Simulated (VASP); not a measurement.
# Br (Cmce) in VASP: further runs

Aim: see how the results for Br move with the level of theory and the settings. Levels: PBEsol, LDA. Tasks: single point.

Everything below comes from runs of VASP 6.6.1. Logs are shortened: lines on timing, memory, paths and dates and some standing lists are left out, and cuts for length are marked.

**1. The cell of the first run**

It takes space group Cmce (No. 64, orthorhombic). The conventional cell has a = 6.771 Å, b = 4.676 Å, c = 8.760 Å, α = 90.00°, β = 90.00°, γ = 90.00°. Within 3.0 Å of Br (site symmetry m) lie 1 Br at 2.30 Å.

**2. Single point, PBEsol (volume scaled by 1.02)**

INCAR

```
  PREC = Accurate
  ENCUT = 520
  EDIFF = 1E-6
  ISMEAR = -1
  SIGMA = 0.05
  LREAL = F
  LASPH = T
  NELM = 60
  ALGO = Normal
  ISIF = 2
  LWAVE = F
  LCHARG = F
  GGA = PS
  NBANDS = 22
```

KPOINTS

```
regular mesh
0
Gamma
  7 7 3
```

POSCAR

```
Br
1.0
    3.3855238279     -2.3379315741      0.0000000000
    3.3855238279      2.3379315741      0.0000000000
    0.0000000000      0.0000000000      8.7599328054
Br
4
Direct
    0.3651000000      0.6349000000      0.3901000000
    0.1349000000      0.8651000000      0.8901000000
    0.6349000000      0.3651000000      0.6099000000
    0.8651000000      0.1349000000      0.1099000000
```

Potentials or basis: VASP PAW PBE potentials, release 64 (Br).

On the command line:

```console
$ cat potpaw_PBE.64/Br/POTCAR > POTCAR
$ mpirun -np 1 vasp_std > vasp.out
```

OUTCAR:

```text
PREC = Accurate
   ENCUT = 520
   EDIFF = 1E-6
   ISMEAR = -1
   LREAL = F
   LASPH = T
   NELM = 60
   ISIF = 2
   GGA = PS

 ion  position               nearest neighbor table
   1  0.365  0.635  0.390-   3 2.30
   2  0.135  0.865  0.890-   4 2.30
   3  0.635  0.365  0.610-   1 2.30
   4  0.865  0.135  0.110-   2 2.30

  LATTYP: Found a base centered orthorhombic cell.
 ALAT       =     4.6758631482
 B/A-ratio  =     1.4480850789
 C/A-ratio  =     1.8734365245

  Lattice vectors:

 A1 = (  -3.3855238279,  -2.3379315741,   0.0000000000)
 A2 = (   3.3855238279,  -2.3379315741,   0.0000000000)
 A3 = (   0.0000000000,   0.0000000000,   8.7599328054)

Analysis of symmetry for initial positions (statically):
=====================================================================
 Subroutine PRICEL returns:
 Original cell was already a primitive cell.

 Routine SETGRP: Setting up the symmetry group for a
 base centered orthorhombic supercell.

 Subroutine GETGRP returns: Found  8 space group operations
 (whereof  4 operations were pure point group operations)
 out of a pool of  8 trial point group operations.

The static configuration has the point symmetry C_2h.
 The point group associated with its full space group is D_2h.

Analysis of symmetry for dynamics (positions and initial velocities):
=====================================================================
 Subroutine PRICEL returns:
 Original cell was already a primitive cell.

 Routine SETGRP: Setting up the symmetry group for a
 base centered orthorhombic supercell.

 Subroutine GETGRP returns: Found  8 space group operations
 (whereof  4 operations were pure point group operations)
 out of a pool of  8 trial point group operations.

The dynamic configuration has the point symmetry C_2h.
 The point group associated with its full space group is D_2h.

 Subroutine INISYM returns: Found  8 space group operations
 (whereof  4 operations are pure point group operations),
 and found     1 'primitive' translations

----------------------------------------------------------------------------------------

                                     Primitive cell

  volume of cell :     138.6719

  direct lattice vectors                    reciprocal lattice vectors
     3.385523828 -2.337931574  0.000000000     0.147687633 -0.213864257  0.000000000
     3.385523828  2.337931574  0.000000000     0.147687633  0.213864257  0.000000000
     0.000000000  0.000000000  8.759932805     0.000000000  0.000000000  0.114156127

  length of vectors
[... 81 lines left out ...]
   LNONCOLLINEAR =      F non collinear calculations
   LSORBIT =      F    spin-orbit coupling
   LASPH  =      T    aspherical Exc in radial PAW
   ENCUT  =  520.0 eV  38.22 Ry    6.18 a.u.   7.65  7.65 16.29*2*pi/ulx,y,z
   NELM   =     60;   NELMIN=  2; NELMDL= -5     # of ELM steps
   EDIFF  = 0.1E-05   stopping-criterion for ELM
   LREAL  =      F    real-space projection
   EDIFFG = 0.1E-04   stopping-criterion for IOM
   NSW    =      0    number of steps for IOM
   IBRION =     -1    ionic relax: 0-MD 1-quasi-New 2-CG
   NFREE  =      0    steps in history (QN), initial steepest desc. (CG)
   ISIF   =      2    stress and relaxation
   ISYM   =      2    0-nonsym 1-usesym 2-fastsym
   POTIM  = 0.5000    time-step for ionic-motion
   TEBEG  =    0.0;   TEEND  =   0.0 temperature during run
   PSTRESS=    0.0 pullay stress
   NELECT =      28.0000    total number of electrons
   NUPDOWN=      -1.0000    fix difference up-down
   EMIN   =  10.00;   EMAX   =-10.00  energy-range for DOS
   EFERMI =   0.00;   METHOD = LEGACY
   ISMEAR =    -1;   SIGMA  =   0.05  broadening in eV -4-tet -1-fermi 0-gaus
   EFERMI_NEDOS =   21; number of points for ismear=-14 and -15
   IALGO  =     38    algorithm
   IMIX   =      4    mixing-type and parameters
     AMIX     =   0.40;   BMIX     =  1.00
     AMIX_MAG =   1.60;   BMIX_MAG =  1.00
  volume/ion in A,a.u.               =      34.67       233.95
  Fermi-wavevector in a.u.,A,eV,Ry     =   0.960428  1.814945 12.550306  0.922421
  Thomas-Fermi vector in A             =   2.089711
   LORBIT       =      0    0 simple, 1 ext, 2 COOP (PROOUT), +10 PAW based schemes
   GGA     = PS    functional components
   LHFCALC =     F    Hartree Fock is set to
   AEXX    =    0.0000 exact exchange contribution
   IVDW    =     0    specifies the selected vdW correction
   LEPSILON=     F    determine dielectric tensor
   LRPA    =     F    only Hartree local field effects (RPA)
 non-spin polarized calculation
  energy-cutoff  :      520.00
  volume of cell :      138.67
 maximum number of plane-waves:      3760
   NGX = 15   NGY = 15   NGZ = 33

 number of electron      27.9999999 magnetization

 Free energy of the ion-electron system (eV)
  ---------------------------------------------------
  ext. energy  EPLUGINS =         0.00000000
  ---------------------------------------------------
  free energy    TOTEN  =        -7.15229698 eV

  energy without entropy =       -7.15229697  energy(sigma->0) =       -7.15229697

 E-fermi :   0.3352     XC(G=0):  -7.9674

 val. band max:       -0.5871058007   @ k =  -0.4286   0.4286   0.0000
 cond. band min:       1.1939749546   @ k =   0.0000   0.0000   0.0000
 fundamental gap:      1.7810807554
 Fermi energy:         0.3352468902

 k-point     1 :       0.0000    0.0000    0.0000
  band No.  band energies     occupation
      1     -16.4124      2.00000
      2     -16.1080      2.00000
      3     -13.6629      2.00000
      4     -13.0276      2.00000
      5      -5.4422      2.00000
      6      -4.4805      2.00000
[... 589 lines left out ...]
     21       8.9301      0.00000
     22       9.1026      0.00000

 [... further k-points ...]
[... 5 lines left out ...]
  --------------------------------------------------------------------------------------
  -------------------------------------------------------------------------------------
  Total       -0.0261268     -0.8227861     -0.1211447      0.0000000      0.0000000      0.0000000
  in kB       -0.3018621     -9.5062473     -1.3996733      0.0000000      0.0000000      0.0000000
  external PRESSURE =      -3.7359276 kB  Pullay stress =       0.0000000 kB

 VOLUME and BASIS-vectors are now :
 -----------------------------------------------------------------------------
  energy-cutoff  :      520.00
  volume of cell :      138.67
      direct lattice vectors                 reciprocal lattice vectors
     3.385523828 -2.337931574  0.000000000     0.147687633 -0.213864257  0.000000000
     3.385523828  2.337931574  0.000000000     0.147687633  0.213864257  0.000000000
     0.000000000  0.000000000  8.759932805     0.000000000  0.000000000  0.114156127

 POSITION                                       TOTAL-FORCE (eV/Angst)
 -----------------------------------------------------------------------------------
      3.38552      0.63077      3.41725         0.000000      0.200141     -0.487634
      3.38552      1.70716      7.79722         0.000000     -0.200141     -0.487634
      3.38552     -0.63077      5.34268         0.000000     -0.200141      0.487634
      3.38552     -1.70716      0.96272         0.000000      0.200141      0.487634
 -----------------------------------------------------------------------------------
    total drift:                                0.000000      0.000000     -0.000000

  FREE ENERGIE OF THE ION-ELECTRON SYSTEM (eV)
  ---------------------------------------------------
  free  energy   TOTEN  =        -7.1522969781 eV

  energy  without entropy=       -7.1522969676  energy(sigma->0) =       -7.15229697
```

OSZICAR:

```text
N       E                     dE             d eps       ncg     rms          rms(c)
DAV:   1     0.174126041388E+03    0.17413E+03   -0.11284E+04  1408   0.105E+03
DAV:   2     0.633659417644E+01   -0.16779E+03   -0.16319E+03  1978   0.184E+02
DAV:   3    -0.745887901712E+01   -0.13795E+02   -0.13748E+02  1798   0.594E+01
DAV:   4    -0.760018559441E+01   -0.14131E+00   -0.14125E+00  1700   0.722E+00
DAV:   5    -0.760136172642E+01   -0.11761E-02   -0.11760E-02  1746   0.665E-01    0.111E+01
DAV:   6    -0.727463936834E+01    0.32672E+00   -0.21983E-01  1684   0.241E+00    0.728E+00
DAV:   7    -0.716221790621E+01    0.11242E+00   -0.49937E-01  1624   0.357E+00    0.634E-01
DAV:   8    -0.715217854315E+01    0.10039E-01   -0.57478E-02  1492   0.125E+00    0.299E-01
DAV:   9    -0.715222249291E+01   -0.43950E-04   -0.11113E-03  1732   0.198E-01    0.819E-02
DAV:  10    -0.715229606846E+01   -0.73576E-04   -0.10721E-04  1748   0.615E-02    0.563E-02
DAV:  11    -0.715229640556E+01   -0.33710E-06   -0.22620E-05  1726   0.257E-02    0.685E-03
DAV:  12    -0.715229697811E+01   -0.57255E-06   -0.28282E-06  1672   0.907E-03
   1 F= -.71522970E+01 E0= -.71522970E+01  d E =-.105067E-07
```

stdout:

```text
POSCAR found type information on POSCAR Br
 POSCAR found :  1 types and       4 ions
 scaLAPACK will be used
 -----------------------------------------------------------------------------
|                                                                             |
|                                                                             |
|     You enforced a specific xc type in the INCAR file but a different       |
|     I HOPE YOU KNOW WHAT YOU ARE DOING!                                     |
|                                                                             |
 -----------------------------------------------------------------------------

 LDA part: xc-table for (Slater+PW92), standard interpolation
 POSCAR, INCAR and KPOINTS ok, starting setup
 FFT: planning ... GRIDC
 FFT: planning ... GRID_SOFT
 FFT: planning ... GRID
 WAVECAR not read
 entering main loop
```

It took 32 s on 1 thread of Intel Xeon 6975P-C (Granite Rapids), shared host; peak memory 0.26 GiB.

Results:

```yaml
Free_energy: -7.1523 eV
Pressure: -0.4 GPa
Largest_force: 0.527 eV/Å
Band_gap_on_the_k_mesh: 1.78 eV, indirect (least direct gap 1.80 eV)
```

Forces in eV/Å, atoms in the order of the input:
```
Br   0.000  0.200 -0.488
Br   0.000 -0.200 -0.488
Br   0.000 -0.200  0.488
Br   0.000  0.200  0.488
```

Caveat: the PAW data sets were made with another functional, which shifts forces and pressure a little. A k mesh can miss the band edges.

(Part 1 of 3 ends here.)
